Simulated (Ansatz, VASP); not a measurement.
One calculation of SbMo, two programs

Contents of INCAR:

```
SYSTEM = SbMo
ALGO = Normal
EDIFF = 1E-6
ENCUT = 520
GGA = PS
ISIF = 2
ISMEAR = 0
LASPH = .True.
LCHARG = .False.
LREAL = .False.
LWAVE = .False.
NBANDS = 27
NELM = 100
PREC = Accurate
SIGMA = 0.05
```

File KPOINTS:

```
k-points
0
Gamma
  10 10 6
  0 0 0
```

Contents of POSCAR:

```
SbMo
1.0
    4.3582954797      0.0000000000      0.0000000000
   -2.1791477398      3.7743946027      0.0000000000
    0.0000000000      0.0000000000      5.2527398165
Mo Sb
2 2
Direct
    0.0000000000      0.0000000000      0.0000000000
    0.0000000000      0.0000000000      0.5000000000
    0.3333333333      0.6666666667      0.2500000000
    0.6666666667      0.3333333333      0.7500000000
```

Input for Ansatz:

```yaml
crystal:
  lattice:
    - [4.3582954797, 0.0, 0.0]
    - [-2.1791477398, 3.7743946027, 0.0]
    - [0.0, 0.0, 5.2527398165]
  atoms:
    - { symbol: Mo, position: [0.0, 0.0, 0.0] }
    - { symbol: Mo, position: [0.0, 0.0, 0.5] }
    - { symbol: Sb, position: [0.3333333333, 0.6666666667, 0.25] }
    - { symbol: Sb, position: [0.6666666667, 0.3333333333, 0.75] }
basis:
  ecutwfc: 420
  ecutrho_ratio: 4
kpoints:
  mp_grid: { grid: [10, 10, 6] }
hamiltonian:
  xc: pbesol
scf:
  occupations: { method: gaussian, width: 0.05 }
output:
  forces: true
  stress: true
  eigenvalues: true
  populations: true
```

Alike in both runs: task single point; functional PBEsol; k mesh 10 × 10 × 6; occupations gaussian, width 0.05 eV; no spin polarisation.

|  | VASP | Ansatz |
| --- | --- | --- |
| version | VASP 6.6.1 | Ansatz 0.2.0 |
| potentials or method | VASP PAW PBE potentials, release 64 (Mo_sv, Sb), cutoff 520 eV | scalar-relativistic, plane waves, PAW |
| valence electrons in the cell | 38 | 58 |

VASP gave:

- gap on the k mesh at the Fermi level (eV): none
- pressure (GPa): -4.6
- traceless stress, the component that is largest in VASP (GPa): -0.35

**Question.** What did Ansatz give for the same quantities?

**Answer.** gap on the k mesh at the Fermi level (eV): none; pressure (GPa): -4.8; traceless stress, the component that is largest in VASP (GPa): -0.41.

VASP's potentials were made for PBE, not for PBEsol. A gap of «none» marks a metal or a gap that the smearing closes. With one functional, cell and mesh, what is left measures potentials, basis and numerics. VASP's potentials hold 38 valence electrons a cell and Ansatz's 58, so a difference there can come from the potentials and not from the codes.

Spin-orbit coupling is off throughout.
